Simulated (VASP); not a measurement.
# CuI (P4/nmm) in VASP: a series of runs

Aim: see how the results for CuI move with the level of theory and the settings. Levels: LDA, PBEsol, BLYP+D3(BJ). Tasks: relaxation of cell and atoms.

Everything below comes from runs of VASP 6.6.1. Logs are shortened: lines on timing, memory, paths and dates and some standing lists are left out, and cuts for length are marked.

## (1) The cell of the first run

It takes space group P4/nmm (No. 129, tetragonal). The conventional cell has a = 4.023 Å, b = 4.023 Å, c = 5.651 Å, α = 90.00°, β = 90.00°, γ = 90.00°. Cu (site symmetry -4m2) has 4 I at 2.60 Å and 4 Cu at 2.84 Å within 3.4 Å. Within 3.4 Å of I (site symmetry 4mm) lie 4 Cu at 2.60 Å.

## (2) Relaxation of cell and atoms, LDA

INCAR reads:

```
SYSTEM = CuI
PREC = Accurate
ENCUT = 600
EDIFF = 1E-6
ISMEAR = 0
SIGMA = 0.01
LREAL = .False.
LASPH = .True.
NELM = 80
ALGO = Normal
ISIF = 3
LWAVE = .False.
LCHARG = .False.
GGA = CA
IBRION = 2
NSW = 80
EDIFFG = -0.01
```

KPOINTS reads:

```
Automatic mesh
0
Gamma
  4 4 4
  0 0 0
```

POSCAR reads:

```
CuI
1.0
    4.0229000000      0.0000000000      0.0000000000
    0.0000000000      4.0229000000      0.0000000000
    0.0000000000      0.0000000000      5.6506000000
Cu I
2 2
Direct
    0.0000000000      0.0000000000      0.0000000000
    0.5000000000      0.5000000000      0.0000000000
    0.0000000000      0.5000000000      0.2913000000
    0.5000000000      0.0000000000      0.7087000000
```

Potentials or basis: VASP PAW LDA potentials, release 64 (Cu, I).

On the command line:

```console
$ cat potpaw_LDA.64/Cu/POTCAR potpaw_LDA.64/I/POTCAR > POTCAR
$ mpirun -np 1 vasp_std > vasp.out
```

OUTCAR:

```text
SYSTEM = CuI
   PREC = Accurate
   ENCUT = 600
   EDIFF = 1E-6
   ISMEAR = 0
   LREAL = .False.
   LASPH = .True.
   NELM = 80
   ISIF = 3
   GGA = CA
   IBRION = 2
   NSW = 80
   EDIFFG = -0.01

 ion  position               nearest neighbor table
   1  0.000  0.000  0.000-   3 2.60   4 2.60   3 2.60   4 2.60
   2  0.500  0.500  0.000-   3 2.60   4 2.60   4 2.60   3 2.60
   3  0.000  0.500  0.291-   1 2.60   2 2.60   1 2.60   2 2.60
   4  0.500  0.000  0.709-   1 2.60   2 2.60   2 2.60   1 2.60

  LATTYP: Found a simple tetragonal cell.
 ALAT       =     4.0229000000
 C/A-ratio  =     1.4046086157

  Lattice vectors:

 A1 = (   4.0229000000,   0.0000000000,   0.0000000000)
 A2 = (   0.0000000000,   4.0229000000,   0.0000000000)
 A3 = (   0.0000000000,   0.0000000000,   5.6506000000)

Analysis of symmetry for initial positions (statically):
=====================================================================
 Subroutine PRICEL returns:
 Original cell was already a primitive cell.

 Routine SETGRP: Setting up the symmetry group for a
 simple tetragonal supercell.

 Subroutine GETGRP returns: Found 16 space group operations
 (whereof  8 operations were pure point group operations)
 out of a pool of 16 trial point group operations.

The static configuration has the point symmetry D_2d.
 The point group associated with its full space group is D_4h.

Analysis of symmetry for dynamics (positions and initial velocities):
=====================================================================
 Subroutine PRICEL returns:
 Original cell was already a primitive cell.

 Routine SETGRP: Setting up the symmetry group for a
 simple tetragonal supercell.

 Subroutine GETGRP returns: Found 16 space group operations
 (whereof  8 operations were pure point group operations)
 out of a pool of 16 trial point group operations.

The dynamic configuration has the point symmetry D_2d.
 The point group associated with its full space group is D_4h.

 Subroutine INISYM returns: Found 16 space group operations
 (whereof  8 operations are pure point group operations),
 and found     1 'primitive' translations

----------------------------------------------------------------------------------------

                                     Primitive cell

  volume of cell :      91.4478

[... 96 lines left out ...]
   NELECT =      36.0000    total number of electrons
   NUPDOWN=      -1.0000    fix difference up-down
   EMIN   =  10.00;   EMAX   =-10.00  energy-range for DOS
   EFERMI =   0.00;   METHOD = LEGACY
   ISMEAR =     0;   SIGMA  =   0.01  broadening in eV -4-tet -1-fermi 0-gaus
   EFERMI_NEDOS =   21; number of points for ismear=-14 and -15
   IALGO  =     38    algorithm
   IMIX   =      4    mixing-type and parameters
     AMIX     =   0.40;   BMIX     =  1.00
     AMIX_MAG =   1.60;   BMIX_MAG =  1.00
  volume/ion in A,a.u.               =      22.86       154.28
  Fermi-wavevector in a.u.,A,eV,Ry     =   1.199825  2.267341 19.586682  1.439581
  Thomas-Fermi vector in A             =   2.335678
   LORBIT       =      0    0 simple, 1 ext, 2 COOP (PROOUT), +10 PAW based schemes
   GGA     = CA    functional components
   LHFCALC =     F    Hartree Fock is set to
   AEXX    =    0.0000 exact exchange contribution
   IVDW    =     0    specifies the selected vdW correction
   LEPSILON=     F    determine dielectric tensor
   LRPA    =     F    only Hartree local field effects (RPA)
 conjugate gradient relaxation of ions
 non-spin polarized calculation
 Gauss-broadening in eV      SIGMA  =   0.01
  energy-cutoff  :      600.00
  volume of cell :       91.45
 maximum number of plane-waves:      3080
   NGX = 17   NGY = 17   NGZ = 23

--------------------------------------- Ionic step        1  -------------------------------------------

 number of electron      36.0000007 magnetization

 Free energy of the ion-electron system (eV)
  ---------------------------------------------------
  ext. energy  EPLUGINS =         0.00000000
  ---------------------------------------------------
  free energy    TOTEN  =       -13.84941016 eV

  energy without entropy =      -13.84941016  energy(sigma->0) =      -13.84941016

------------------------ aborting loop because EDIFF is reached ----------------------------------------

  FORCE on cell =-STRESS in cart. coord.  units (eV):
  Direction    XX          YY          ZZ          XY          YZ          ZX
  --------------------------------------------------------------------------------------
  -------------------------------------------------------------------------------------
  Total        0.1843256      0.1843256      0.6859922      0.0000000      0.0000000      0.0000000
  in kB        3.2294107      3.2294107     12.0186790      0.0000000      0.0000000      0.0000000
  external PRESSURE =       6.1591668 kB  Pullay stress =       0.0000000 kB
[... 95 lines left out ...]
  FREE ENERGIE OF THE ION-ELECTRON SYSTEM (eV)
  ---------------------------------------------------
  free  energy   TOTEN  =       -13.8833568636 eV

  energy  without entropy=      -13.8833568636  energy(sigma->0) =      -13.88335686

 E-fermi :   5.8900     XC(G=0): -10.0412

 val. band max:        5.7938260682   @ k =   0.0000   0.0000   0.0000
 cond. band min:       7.3135019216   @ k =   0.0000   0.0000   0.0000
 fundamental gap:      1.5196758534
 Fermi energy:         5.8899594427

 k-point     1 :       0.0000    0.0000    0.0000
  band No.  band energies     occupation
      1      -8.7590      2.00000
      2      -7.6847      2.00000
      3      -0.6398      2.00000
      4       1.6849      2.00000
      5       1.7553      2.00000
      6       1.7553      2.00000
[... 439 lines left out ...]
     21      10.3675      0.00000
     22      10.3675      0.00000

[... ionic steps 4 to 16 ...]

--------------------------------------- Ionic step       17  -------------------------------------------

 number of electron      36.0000020 magnetization

------------------------ aborting loop because EDIFF is reached ----------------------------------------
[... 71 lines left out ...]
--------------------------------------- Ionic step       19  -------------------------------------------

 number of electron      36.0000020 magnetization

 Free energy of the ion-electron system (eV)
  ---------------------------------------------------
  ext. energy  EPLUGINS =         0.00000000
  ---------------------------------------------------
  free energy    TOTEN  =       -13.90364881 eV

  energy without entropy =      -13.90364881  energy(sigma->0) =      -13.90364881

 E-fermi :   5.6465     XC(G=0):  -9.9476

 val. band max:        5.5777539447   @ k =   0.0000   0.0000   0.0000
 cond. band min:       7.0908692340   @ k =   0.0000   0.0000   0.0000
 fundamental gap:      1.5131152893
 Fermi energy:         5.6465120484

 k-point     1 :       0.0000    0.0000    0.0000
  band No.  band energies     occupation
      1      -8.8804      2.00000
      2      -7.9102      2.00000
      3      -0.8480      2.00000
      4       1.4442      2.00000
      5       1.5955      2.00000
      6       1.5955      2.00000
[... 470 lines left out ...]
  FREE ENERGIE OF THE ION-ELECTRON SYSTEM (eV)
  ---------------------------------------------------
  free  energy   TOTEN  =       -13.9036488111 eV

  energy  without entropy=      -13.9036488111  energy(sigma->0) =      -13.90364881

 reached required accuracy - stopping structural energy minimisation
```

Run time: 2.6 min. Hardware: 1 thread of Intel Xeon 6975P-C (Granite Rapids), shared host; peak memory 0.21 GiB.

What came out:

```yaml
Free_energy: -13.9036 eV
Relaxed_volume: 24.33 Å³/atom
Relaxed_cell: a = 3.984 Å, b = 3.984 Å, c = 6.131 Å, α = 90.00°, β = 90.00°, γ = 90.00°
Space_group_after_relaxing_to_0.1_Å: P4/nmm (No. 129)
Energy_gained_by_relaxing: 13.6 meV/atom
Ionic_steps: 19
Pressure_after_relaxing: 0.0 GPa
Band_gap_on_the_k_mesh: 1.51 eV
```

The path:
```tsv
step	energy change (eV)	largest force (eV/Å)	pressure (GPa)	volume (Å³)
1	0.0000	0.3130	0.62	91.45
2	-0.0136	0.2806	0.19	92.61
3	-0.0339	0.2103	-0.78	96.10
4	-0.0431	0.0111	0.21	95.43
5	-0.0434	0.0561	0.39	95.31
6	-0.0476	0.0589	0.44	95.72
7	-0.0537	0.0649	0.26	96.93
8	-0.0538	0.0656	0.25	97.13
9	-0.0532	0.0713	-0.42	97.94
10	-0.0542	0.0118	-0.03	97.44
11	-0.0542	0.0131	-0.05	97.43
12	-0.0541	0.0391	0.11	97.28
13	-0.0542	0.0155	-0.02	97.41
14	-0.0542	0.0149	0.01	97.42
15	-0.0542	0.0123	0.03	97.39
16	-0.0542	0.0044	-0.06	97.34
17	-0.0542	0.0085	-0.02	97.23
18	-0.0542	0.0001	0.09	97.30
19	-0.0542	0.0019	-0.03	97.33
```

Final structure:
```yaml
crystal:
  lattice:
    - [3.98440, 0.00000, 0.00000]
    - [0.00000, 3.98440, 0.00000]
    - [0.00000, 0.00000, 6.13060]
  atoms:
    - { symbol: Cu, position: [0.00000, 0.00000, 0.00000] }
    - { symbol: Cu, position: [0.50000, 0.50000, 0.00000] }
    - { symbol: I, position: [0.00000, 0.50000, 0.27138] }
    - { symbol: I, position: [0.50000, 0.00000, 0.72862] }
```

Caveat: spin-orbit coupling is left out, which moves the levels of the heavy elements.

## (3) Relaxation of cell and atoms, PBEsol

INCAR reads:

```
SYSTEM = CuI
ALGO     = Normal         ! electronic algorithm
EDIFF    = 1E-7           ! SCF threshold, eV
EDIFFG   = -0.01          ! ionic threshold
ENCUT    = 600            ! plane-wave cutoff, eV
GGA      = PS             ! functional
IBRION   = 2              ! ionic algorithm
ISIF     = 3              ! what is computed and relaxed
ISMEAR   = 0              ! smearing method
LASPH    = .TRUE.         ! aspherical terms in the spheres
LCHARG   = .FALSE.        ! write CHGCAR
LREAL    = .FALSE.        ! projectors in reciprocal space
LWAVE    = .FALSE.        ! write WAVECAR
NELM     = 60             ! most SCF steps
NSW      = 80             ! ionic steps
PREC     = Accurate       ! precision mode
SIGMA    = 0.01           ! smearing width, eV
```

KPOINTS reads:

```
k-points
0
G
  4 4 4
  0 0 0
```

POSCAR is that of step 2.

Potentials or basis: VASP PAW PBE potentials, release 64 (Cu, I).

On the command line:

```console
$ cat potpaw_PBE.64/Cu/POTCAR potpaw_PBE.64/I/POTCAR > POTCAR
$ mpirun -np 1 vasp_std > vasp.out
```

Wall time 3.1 min (1 thread of Intel Xeon 6975P-C (Granite Rapids), shared host); peak memory 0.25 GiB.

The run converged. Its results:

| Quantity | Value |
| --- | --- |
| Free energy | -12.6073 eV |
| Relaxed volume | 26.07 Å³/atom |
| Relaxed cell | a = 4.031 Å, b = 4.031 Å, c = 6.417 Å, α = 90.00°, β = 90.00°, γ = 90.00° |
| Space group after relaxing (to 0.1 Å) | P4/nmm (No. 129) |
| Energy gained by relaxing | 29.2 meV/atom |
| Ionic steps | 15 |
| Pressure after relaxing | 0.0 GPa |
| Largest force after relaxing | 0.003 eV/Å |
| Band gap on the k mesh | 1.52 eV |

Forces on the atoms (eV/Å):
```
Cu   0.000  0.000  0.000
Cu   0.000  0.000  0.000
I    0.000  0.000  0.003
I    0.000  0.000 -0.003
```

The path:
```csv
step,energy change (eV),largest force (eV/Å),pressure (GPa),volume (Å³)
1,0.0000,0.0552,2.90,91.45
2,-0.0399,0.5085,-0.65,97.04
3,-0.0415,0.4389,-0.12,96.08
4,-0.0593,0.3366,-0.10,96.93
5,-0.0916,0.0482,0.15,99.48
6,-0.0765,0.4866,1.21,104.63
7,-0.0961,0.1918,0.57,101.52
8,-0.1045,0.0052,-0.56,104.66
9,-0.1045,0.0070,-0.46,104.47
10,-0.1121,0.0237,-0.23,104.29
11,-0.1165,0.0514,0.20,103.93
12,-0.1166,0.0497,0.18,103.96
13,-0.1162,0.0557,-0.12,104.69
14,-0.1168,0.0134,0.03,104.21
15,-0.1168,0.0034,0.00,104.27
```

Final structure:
```xyz
4
Lattice="4.0311 0.0000 0.0000 0.0000 4.0311 0.0000 0.0000 0.0000 6.4170" Properties=species:S:1:pos:R:3 pbc="T T T"
Cu    4.0311    0.0000    0.0000
Cu    2.0155    2.0155    0.0000
I     0.0000    2.0155    1.6828
I     2.0155    0.0000    4.7341
```

Levels at points of the mesh, in eV from the valence-band top:
| k point | band 16 | band 17 | band 18 | band 19 | band 20 | band 21 |
| --- | --- | --- | --- | --- | --- | --- |
| (0.00, 0.00, 0.00) | -0.90 | 0.00 | 0.00 | 1.52 | 3.04 | 3.26 |
| (0.50, 0.00, 0.00) | -1.25 | -0.52 | -0.52 | 3.70 | 3.70 | 4.82 |
| (0.50, 0.50, 0.00) | -1.83 | -1.20 | -1.20 | 2.50 | 2.50 | 2.62 |
| (0.00, 0.00, 0.50) | -1.28 | -0.36 | -0.36 | 3.27 | 3.34 | 3.43 |
| (0.50, 0.00, 0.50) | -0.82 | -0.49 | -0.49 | 2.16 | 2.16 | 5.08 |
| (0.50, 0.50, 0.50) | -1.83 | -1.10 | -1.10 | 4.00 | 4.00 | 4.13 |

Caveat: the PAW data sets were made with another functional, which shifts forces and pressure a little; spin-orbit coupling is left out, which moves the levels of the heavy elements; this functional lacks dispersion, which binds the layers, so the pressure and a relaxed spacing across them are unreliable. Zero-point motion and thermal expansion aren't in these numbers.

(Part 1 of 2 ends here.)
